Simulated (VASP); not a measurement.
Here is a VASP 6.6.1 calculation.

The input POSCAR:

```
BN
1.0
    2.3787921191      0.0000000000      0.0000000000
   -1.1893960596      2.0600944054      0.0000000000
    0.0000000000      0.0000000000      6.8277300000
B N
2 2
Direct
    0.3333333333      0.6666666667      0.2500000000
    0.6666666667      0.3333333333      0.7500000000
    0.3333333333      0.6666666667      0.7500000000
    0.6666666667      0.3333333333      0.2500000000
```

The input INCAR.step1:

```
PREC     = Accurate       # precision mode
ENCUT    = 520            # plane-wave cutoff, eV
ISMEAR   = 0              # smearing method
SIGMA    = 0.05           # smearing width, eV
LREAL    = F              # projectors in reciprocal space
LASPH    = T              # aspherical terms in the spheres
NELM     = 60             # most SCF steps
NBANDS   = 16             # bands
GGA      = PE             # functional
ALGO     = Normal         # electronic algorithm
EDIFF    = 1E-4           # SCF threshold, eV
LWAVE    = T              # write WAVECAR
LCHARG   = F              # write CHGCAR
```

INCAR.step2

```
PREC     = Accurate       # precision mode
ENCUT    = 520            # plane-wave cutoff, eV
EDIFF    = 1E-6           # SCF threshold, eV
ISMEAR   = 0              # smearing method
SIGMA    = 0.05           # smearing width, eV
LREAL    = F              # projectors in reciprocal space
LASPH    = T              # aspherical terms in the spheres
NELM     = 60             # most SCF steps
ALGO     = Normal         # electronic algorithm
ISIF     = 2              # what is computed and relaxed
LWAVE    = F              # write WAVECAR
LCHARG   = F              # write CHGCAR
METAGGA  = R2SCAN         # meta-GGA
LMIXTAU  = T            
NBANDS   = 16             # bands
ISTART   = 1
```

KPOINTS

```
Automatic mesh
0
Gamma
  12 12 4
```

Potentials or basis: VASP PAW PBE potentials, release 64 (B, N).

Launch:

```bash
$ cat potpaw_PBE.64/B/POTCAR potpaw_PBE.64/N/POTCAR > POTCAR
$ cp INCAR.step1 INCAR
$ mpirun -np 1 vasp_std > vasp.out
$ cp INCAR.step2 INCAR
$ mpirun -np 1 vasp_std > vasp.out
```

Task: What does it give for the band gap on the k mesh?

Result: 5.17 eV, indirect (least direct gap 5.78 eV).

Task: What does it give for the pressure?

Result: 45.2 GPa.

Stress tensor (GPa, compression positive):
```
67.88  0.00  0.00
 0.00 67.88  0.00
 0.00  0.00 -0.19
```

Caveat: the cell differs from its parent crystal (strain -0.050 along x and y, +0.025 along z); the PAW data sets were made with another functional, which shifts forces and pressure a little. A k mesh can miss the band edges.
